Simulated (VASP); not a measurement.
Crystal: LaAl3N2.

```
CELL_PARAMETERS angstrom
2.45932 1.41989 4.90623
-2.45932 1.41989 4.90623
0.00000 -2.83978 4.90623
ATOMIC_POSITIONS crystal
La 0.00000 0.00000 0.00000
Al 0.50000 0.50000 0.50000
Al 0.83354 0.83354 0.83354
Al 0.16646 0.16646 0.16646
N 0.66192 0.66192 0.66192
N 0.33808 0.33808 0.33808
```

The cell was built from a structure type or drawn by symmetry, and may not be a known phase.

```yaml
Program: VASP 6.6.1
Task: relaxation of cell and atoms
Functional: PBE
Potentials_or_basis: VASP PAW PBE potentials, release 64 (La, Al, N)
Cutoff: 600 eV
k_mesh: 4 × 4 × 4
Occupations: gaussian, width 0.2 eV
Spin: no spin polarisation
```

At the start: pressure -4.4 GPa; volume 17.13 Å³/atom.

**Question.** How do energy, volume and symmetry change on relaxing?

**Answer.** Over 23 steps the energy falls by 1254.6 meV/atom and the volume is 15.35 Å³/atom (-10.4 %); space group R-3m (No. 166, to 0.1 Å) before and after.

The path:
| step | energy change (eV) | largest force (eV/Å) | pressure (GPa) | volume (Å³) |
| --- | --- | --- | --- | --- |
| 1 | 0.0000 | 6.9024 | -4.36 | 102.79 |
| 2 | -3.6410 | 2.9673 | -3.95 | 95.57 |
| 3 | -4.0898 | 1.1969 | 3.50 | 90.03 |
| 4 | -4.1410 | 1.5312 | 1.23 | 91.30 |
| 5 | -5.2795 | 0.2091 | 1.49 | 91.33 |
| 6 | -5.3014 | 2.2897 | 5.04 | 91.21 |
| 7 | -5.3645 | 0.7962 | 2.77 | 91.28 |
| 8 | -5.3682 | 1.0751 | 3.15 | 91.27 |
| 9 | -5.7371 | 1.8153 | -2.69 | 95.81 |
| 10 | -5.8312 | 2.3240 | -4.99 | 98.41 |
| 11 | -6.1692 | 2.3851 | -5.48 | 97.75 |
| 12 | -6.5770 | 2.9396 | 1.79 | 95.26 |
| 13 | -6.6084 | 2.0578 | -3.48 | 96.55 |
| 14 | -6.6843 | 2.2740 | -1.92 | 96.06 |
| 15 | -7.0317 | 2.0504 | 1.65 | 94.08 |
| 16 | -7.0385 | 2.0080 | 2.45 | 93.78 |
| 17 | -7.4503 | 0.8032 | -0.46 | 94.34 |
| 18 | -7.5020 | 0.6331 | -1.65 | 94.58 |
| 19 | -7.5210 | 0.2336 | 0.00 | 93.22 |
| 20 | -7.5214 | 0.1623 | -0.21 | 93.39 |
| 21 | -7.5255 | 0.0989 | -0.45 | 93.03 |
| 22 | -7.5262 | 0.0864 | -0.59 | 92.81 |
| 23 | -7.5276 | 0.0204 | 0.03 | 92.11 |

Final structure:
```xyz
6
Lattice="2.4505 1.4148 4.4281 -2.4505 1.4148 4.4281 0.0000 -2.8296 4.4281" Properties=species:S:1:pos:R:3 pbc="T T T"
La    0.0000    0.0000    0.0000
Al    0.0000    0.0000    6.6421
Al    0.0000    0.0000   10.2647
Al    0.0000    0.0000    3.0194
N     0.0000    0.0000    8.4459
N     0.0000    0.0000    4.8383
```

Caveat: the k points lie up to 0.39 Å⁻¹ apart in the final cell.
